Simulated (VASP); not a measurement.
# Si (a cell with a defect) in VASP: a series of runs, part 2 of 2

VASP 6.6.1. Earlier steps stand in the parts before.

### Step 3. Single point, PBE

INCAR reads:

```
PREC = Accurate ; ENCUT = 520
EDIFF = 1E-6 ; ISMEAR = 0
SIGMA = 0.02 ; LREAL = Auto
LASPH = T ; NELM = 100
ALGO = Normal ; ISIF = 2
LWAVE = F ; LCHARG = F
GGA = PE ; NELECT = 126.0
NBANDS = 83
```

KPOINTS reads:

```
Automatic mesh
0
Gamma
  2 2 2
  0.5 0.5 0.5
```

POSCAR reads:

```
Si
1.0
    5.4700937548      5.4700937548      5.4700937548
    5.4700937548     -5.4700937548     -5.4700937548
   -5.4700937548      5.4700937548     -5.4700937548
Si
31
Direct
    0.7214742885      0.7500000336      0.2500000112
   -0.0002178208      0.7500000336      0.0018292191
    0.7481708145      0.4979529825      0.4981708033
    0.2518292303      0.7500000336      0.7497822129
   -0.0002178208      0.5018292415      0.2500000112
    0.5000000224      0.7500000336      0.4714742773
    0.2785257563      0.5285257675      0.0285257451
    0.7520470735      0.2502178320      0.7502178544
    0.0002178208      0.2502178320      0.5020470623
    0.5000000224      0.5018292415      0.7497822129
    0.7481708145     -0.0018292191     -0.0020470399
    0.2518292303      0.2497821904      0.2500000112
    0.5000000224      0.2497821904      0.0018292191
    0.0002178208      0.0020470399      0.7502178544
    0.2479529713     -0.0018292191      0.4981708033
    0.5000000224     -0.0285257451      0.2500000112
    0.7491290248      0.7500000336      0.0071111213
    0.5000000224      0.5071111437      0.4991290136
    0.0000000000      0.7500000336      0.7500000336
    0.7491290248      0.5071111437      0.2500000112
    0.2571111325      0.7500000336      0.4991290136
    0.0079821301      0.5008710312      0.0008710088
    0.5000000224      0.2500000112      0.7500000336
    0.7428888210      0.2420178811      0.4928888097
    0.2508710200      0.5008709398      0.7579820723
    0.5000000224     -0.0008710088      0.0071111213
    0.0000000000      0.2500000112      0.2500000112
    0.2508710200      0.2579821413      0.0008710088
    0.7428889124     -0.0071111213      0.7420179035
   -0.0079821301     -0.0071111213      0.4928889012
    0.2571111325     -0.0008710088      0.2500000112
```

Potentials or basis: VASP PAW PBE potentials, release 64 (Si).

On the command line:

```bash
cat potpaw_PBE.64/Si/POTCAR > POTCAR
mpirun -np 1 vasp_std > vasp.out
```

Run time: 5.1 min. Hardware: 1 thread of Intel Xeon 8259CL, shared host; peak memory 0.66 GiB.

It converged, with:

```
Free energy   : -153.0688 eV
Largest force : 0.007 eV/Å
```

Forces in eV/Å, atoms in the order of the input:
```
Si   0.004  0.004  0.004
Si   0.003 -0.001  0.003
Si   0.003  0.001 -0.003
Si  -0.003 -0.001 -0.003
Si  -0.001  0.003  0.003
Si  -0.004  0.004 -0.004
Si  -0.004 -0.004  0.004
Si  -0.003 -0.003 -0.001
Si   0.001 -0.003  0.003
Si  -0.003  0.003  0.001
Si   0.001  0.003 -0.003
Si  -0.001 -0.003 -0.003
Si   0.003 -0.003  0.001
Si  -0.003  0.001  0.003
Si   0.003  0.003 -0.001
Si   0.004 -0.004 -0.004
Si   0.002 -0.003  0.002
Si  -0.002  0.002  0.003
Si   0.000  0.000  0.000
Si  -0.003  0.002  0.002
Si  -0.002 -0.003 -0.002
Si  -0.002 -0.002 -0.003
Si   0.000  0.000  0.000
Si   0.002  0.003 -0.002
Si   0.003 -0.002  0.002
Si   0.002 -0.002  0.003
Si   0.000  0.000  0.000
Si  -0.002  0.003  0.002
Si   0.003  0.002 -0.002
Si   0.002  0.002 -0.003
Si  -0.003 -0.002 -0.002
```

Levels at points of the mesh, in eV from the Fermi level:
```csv
k point,band 60,band 61,band 62,band 63,band 64,band 65
"(0.25, 0.25, 0.25)",-0.92,-0.92,0.18,0.18,0.18,1.24
```

Caveat: the k points lie up to 0.41 Å⁻¹ apart; the cell carries a net charge on a neutralising background, which shifts energy and pressure; the cell is charged against a uniform background, so pressure and absolute levels hang on convention.

### Step 4. Single point, PBE

INCAR reads:

```
PREC = Accurate ; ENCUT = 520
EDIFF = 1E-6 ; ISMEAR = 0
SIGMA = 0.02 ; LREAL = Auto
LASPH = T ; NELM = 80
ALGO = Normal ; ISIF = 2
LWAVE = F ; LCHARG = F
GGA = PE ; NBANDS = 83
NELECT = 126.0
```

KPOINTS is that of step 3.

POSCAR reads:

```
Si
1.0
    5.4700937548      5.4700937548      5.4700937548
    5.4700937548     -5.4700937548     -5.4700937548
   -5.4700937548      5.4700937548     -5.4700937548
Si
31
Direct
    0.5285257675      0.7499999422      0.2500000112
   -0.0071111213      0.7500000336      0.0008709174
    0.7500000336      0.5008709398      0.4928889012
    0.2499999198      0.7499999422      0.7499999422
   -0.0071111213      0.5008709398      0.2500000112
    0.5008709398      0.7500000336      0.4928889012
    0.2579820499      0.5071111437      0.0071111213
    0.7499999422      0.2499999198      0.7499999422
   -0.0008709174      0.2420179725      0.4991291050
    0.5071111437      0.5071111437      0.7579820723
    0.7500000336     -0.0071111213      0.0008709174
    0.2499999198      0.2499999198      0.2499999198
    0.5071111437      0.2579820499      0.0071111213
   -0.0008709174     -0.0008709174      0.7420179949
    0.2420179725     -0.0008709174      0.4991291050
    0.5008709398     -0.0071111213      0.2500000112
    0.7500000336      0.7500000336      0.0285258365
    0.5018291501      0.5018291501      0.5020469709
   -0.0018292191      0.7499999422      0.7502178544
    0.7499999422      0.5285257675      0.2500000112
    0.2502178320      0.7499999422      0.4981708033
    0.0020470399      0.5018291501      0.0018292191
    0.4979528911      0.2497820990      0.7497821214
    0.7499999422      0.2502178320      0.4981708033
    0.2497820990      0.4979528911      0.7497821214
    0.5018291501      0.0020470399      0.0018292191
   -0.0018292191      0.2502178320      0.2499999198
    0.2497820990      0.2497820990     -0.0020471313
    0.7499999422     -0.0018292191      0.7502178544
   -0.0285258365     -0.0285258365      0.4714741859
    0.2502178320     -0.0018292191      0.2499999198
```

On the command line:

```bash
cat potpaw_PBE.64/Si/POTCAR > POTCAR
mpirun -np 1 vasp_std > vasp.out
```

Run time: 5.1 min. Hardware: 1 thread of Intel Xeon 8259CL, shared host; peak memory 0.66 GiB.

The run converged. Its results:

```yaml
Free_energy: -153.0683 eV
Largest_force: 0.007 eV/Å
```

Forces in eV/Å, atoms in the order of the input:
```
Si  -0.004 -0.004 -0.004
Si   0.001  0.005  0.001
Si  -0.001  0.001 -0.005
Si   0.000  0.000  0.000
Si   0.005  0.001  0.001
Si  -0.001  0.005 -0.001
Si  -0.001 -0.001  0.005
Si   0.000  0.000  0.000
Si   0.001 -0.005 -0.001
Si  -0.005 -0.001  0.001
Si   0.001 -0.001 -0.005
Si   0.000  0.000  0.000
Si  -0.001 -0.005  0.001
Si  -0.005  0.001 -0.001
Si   0.001  0.001  0.005
Si   0.005 -0.001 -0.001
Si   0.004 -0.004  0.004
Si   0.000 -0.002  0.002
Si   0.002  0.000  0.002
Si  -0.004  0.004  0.004
Si  -0.002  0.000 -0.002
Si  -0.002 -0.002  0.000
Si   0.002  0.002  0.000
Si  -0.002  0.002  0.000
Si   0.002  0.000 -0.002
Si  -0.002  0.000  0.002
Si   0.000  0.002  0.002
Si   0.000  0.002 -0.002
Si   0.002 -0.002  0.000
Si   0.004  0.004 -0.004
Si   0.000 -0.002 -0.002
```

Levels at points of the mesh, in eV from the Fermi level:
```tsv
k point	band 59	band 60	band 61	band 62	band 63	band 64	band 65	band 66
(0.25, 0.25, 0.25)	-0.96	-0.92	-0.92	0.18	0.18	0.18	1.24	1.24
```

Caveat: the k points lie up to 0.41 Å⁻¹ apart; the cell carries a net charge on a neutralising background, which shifts energy and pressure; the cell is charged against a uniform background, so pressure and absolute levels hang on convention.
